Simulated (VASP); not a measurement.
Set up this calculation in VASP 6.6.1, as the native input.

| Property | Result |
| --- | --- |
| Task | single point |
| Functional | PBEsol |
| Potentials or basis | VASP PAW PBE potentials, release 64 (Ti_sv, Ni) |
| Cutoff | 520 eV |
| k mesh | 18 × 18 × 18 |
| Occupations | gaussian, width 0.1 eV |
| Spin | no spin polarisation |
| Dipole correction | no |
| Further INCAR settings | ALGO = Fast; EDIFF = 1e-06; NBANDS = 18 |

The structure of TiNi lies in POSCAR:

```
TiNi
1.0
    3.0599971606      0.0000000000      0.0000000000
    0.0000000000      3.0599971606      0.0000000000
    0.0000000000      0.0000000000      2.9173953511
Ti Ni
1 1
Direct
    0.5000000000      0.5000000000      0.5000000000
    0.0000000000      0.0000000000      0.0000000000
```

This cell differs from its parent crystal: biaxial strain in the a-b plane: +3.0 %.

The input as run:

INCAR

```
SYSTEM = TiNi
PREC = Accurate
ENCUT = 520
EDIFF = 1E-6
ISMEAR = 0
SIGMA = 0.1
LREAL = .False.
LASPH = .True.
NELM = 80
ALGO = Fast
ISIF = 2
LWAVE = .False.
LCHARG = .False.
GGA = PS
NBANDS = 18
```

KPOINTS

```
Automatic mesh
0
Gamma
  18 18 18
  0 0 0
```

Potentials or basis: VASP PAW PBE potentials, release 64 (Ti_sv, Ni).

Launch:

```bash
$ cat potpaw_PBE.64/Ti_sv/POTCAR potpaw_PBE.64/Ni/POTCAR > POTCAR
$ mpirun -np 1 vasp_std > vasp.out
```

Results of the run:

The pressure is -6.8 GPa and the band gap on the k mesh is zero (bands 11 and 12 overlap by 1.70 eV).

Caveat: the cell differs from its parent crystal (biaxial strain in the a-b plane: +3.0 %); the cell stands under tension; the PAW data sets were made with another functional, which shifts forces and pressure a little.

Wall time 5.3 min on 1 thread of Intel Xeon 8259CL, with other jobs on the host, peak memory 0.38 GiB.
